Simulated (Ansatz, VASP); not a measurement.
## Two plane-wave programs on SnSe2

The input POSCAR:

```
SnSe2
1.0
    3.7786121745      0.0000000000      0.0000000000
   -1.8893060873      3.2723741341      0.0000000000
    0.0000000000      0.0000000000      6.7389728787
Sn Se
1 2
Direct
    0.0000000000      0.0000000000      0.0000000000
    0.3333333333      0.6666666667      0.2412719747
    0.6666666667      0.3333333333      0.7587280253
```

The input INCAR.step1:

```
ALGO = Normal
EDIFF = 1E-4
ENCUT = 520
GGA = PE
ISMEAR = 0
LASPH = True
LCHARG = False
LREAL = False
LWAVE = True
NBANDS = 20
NELM = 80
PREC = Accurate
SIGMA = 0.05
```

File INCAR.step2:

```
ALGO = Normal
EDIFF = 1E-6
ENCUT = 520
ISIF = 2
ISMEAR = 0
ISTART = 1
LASPH = True
LCHARG = False
LMIXTAU = True
LREAL = False
LWAVE = False
METAGGA = R2SCAN
NBANDS = 20
NELM = 80
PREC = Accurate
SIGMA = 0.05
```

File KPOINTS:

```
k-points
0
Gamma
  12 12 6
```

Input for Ansatz:

```yaml
crystal:
  lattice:
    - [3.7786121745, 0.0, 0.0]
    - [-1.8893060873, 3.2723741341, 0.0]
    - [0.0, 0.0, 6.7389728787]
  atoms:
    - { symbol: Sn, position: [0.0, 0.0, 0.0] }
    - { symbol: Se, position: [0.3333333333, 0.6666666667, 0.2412719747] }
    - { symbol: Se, position: [0.6666666667, 0.3333333333, 0.7587280253] }
kpoints:
  mp_grid: { grid: [12, 12, 6] }
hamiltonian:
  xc: r2scan
scf:
  occupations: { method: gaussian, width: 0.05 }
  mixing: { preconditioner: resta }
output:
  forces: true
  eigenvalues: true
  stress: true
```

Alike in both runs: task single point; functional r2SCAN; k mesh 12 × 12 × 6; occupations gaussian, width 0.05 eV; no spin polarisation.

|  | VASP | Ansatz |
| --- | --- | --- |
| version | VASP 6.6.1 | Ansatz 0.2.0 |
| potentials or method | VASP PAW PBE potentials, release 64 (Sn_d, Se) | scalar-relativistic, plane waves, PAW |
| plane-wave cutoff (eV) | 520 | 500 |
| valence electrons in the cell | 26 | 46 |

```tsv
	VASP	Ansatz	Ansatz less VASP
gap on the k mesh at the Fermi level (eV)	0.80	0.80	-0.003
pressure (GPa)	0.2	0.2	-0.05
traceless stress, the component that is largest in VASP (GPa)	-2.37	-2.37	+0.001
rms of the force components (eV/Å)	0.148	0.154	+0.0059
```

VASP's potentials were made for PBE, not for r2SCAN. Atom by atom the forces differ by 0.006 eV/Å (rms over components). With one functional, cell and mesh, what is left measures potentials, basis and numerics. VASP's potentials hold 26 valence electrons a cell and Ansatz's 46, so a difference there can come from the potentials and not from the codes.
